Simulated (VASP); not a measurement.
HfO2:

```
CELL_PARAMETERS angstrom
0.00000 2.55750 2.55750
2.55750 0.00000 2.55750
2.55750 2.55750 0.00000
ATOMIC_POSITIONS crystal
Hf 0.00000 0.00000 0.00000
O 0.25000 0.25000 0.25000
O 0.75000 0.75000 0.75000
```

Base run:

- Program: VASP 6.6.1
- Functional: RPBE
- Potentials or basis: VASP PAW PBE potentials, release 64 (Hf_pv, O)
- Cutoff: 600 eV
- k mesh: 6 × 6 × 6
- Occupations: gaussian, width 0.01 eV
- Spin: no spin polarisation

Its results: band gap on the k mesh 3.84 eV; pressure -1.4 GPa.

Problem. The run is repeated on the same cell with these changes: functional from RPBE to r2SCAN; cutoff from 600 eV to 660 eV. What comes out?

Solution. Band gap on the k mesh 4.22 eV; pressure -12.4 GPa.

Caveats: the PAW data sets were made with another functional, which shifts forces and pressure a little; spin-orbit coupling is left out, which moves the levels of the heavy elements; the cell stands under tension (at least some runs).

A k mesh can miss the band edges.
